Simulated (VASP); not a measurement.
Crystal: SnO.

```
CELL_PARAMETERS angstrom
3.10341 0.00000 0.00000
0.00000 3.10341 0.00000
0.00000 0.00000 3.10341
ATOMIC_POSITIONS crystal
Sn 0.00000 0.00000 0.00000
O 0.50000 0.50000 0.50000
```

Base run:

| Property | Result |
| --- | --- |
| Program | VASP 6.6.1 |
| Functional | r2SCAN |
| Potentials or basis | VASP PAW PBE potentials, release 64 (Sn_d, O) |
| Cutoff | 520 eV |
| k mesh | 6 × 6 × 6 |
| Occupations | gaussian, width 0.01 eV |
| Spin | no spin polarisation |

Its results: band gap on the k mesh 0.35 eV (least direct gap 1.02 eV); pressure 0.3 GPa.

Question: The run is repeated on the same cell with these changes: functional from r2SCAN to PBE-based screened hybrid with 75 % exact exchange; k mesh from 6 × 6 × 6 to 4 × 4 × 4. What comes out?

Answer: Band gap on the k mesh 0.77 eV; pressure -7.0 GPa.

Several settings changed at once.

Caveats: some runs use coarse meshes; the PAW data sets were made with another functional, which shifts forces and pressure a little; spin-orbit coupling is left out, which moves the levels of the heavy elements.

A k mesh can miss the band edges.
